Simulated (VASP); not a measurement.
Crystal: SrCl2.

```
Sr Cl
1.0
     0.00000    3.49772    3.53270
     3.49772    0.00000    3.53270
     3.49772    3.49772    0.00000
Sr Cl
1 2
Direct
  0.00000 0.00000 0.00000
  0.25000 0.25000 0.25000
  0.75000 0.75000 0.75000
```

This cell differs from its parent crystal: uniaxial z strain +1.0%.

Base run:

| Quantity | Value |
| --- | --- |
| Program | VASP 6.6.1 |
| Functional | PBE |
| Potentials or basis | VASP PAW PBE potentials, release 64 (Sr_sv, Cl) |
| Cutoff | 520 eV |
| k mesh | 6 × 6 × 6 |
| Occupations | fermi-dirac, width 0.02 eV |
| Spin | no spin polarisation |

Its results: band gap on the k mesh 5.25 eV (least direct gap 5.49 eV); pressure 0.4 GPa.

Problem. The run is repeated on the same cell with these changes: functional from PBE to r2SCAN; occupations from fermi-dirac, width 0.02 eV to gaussian, width 0.01 eV. What comes out?

Solution. Band gap on the k mesh 5.87 eV (least direct gap 5.98 eV); pressure -0.3 GPa.

Caveats: the structure was generated, so it needn't be the stable form of SrCl2; the PAW data sets were made with another functional, which shifts forces and pressure a little (at least some runs).

A k mesh can miss the band edges.
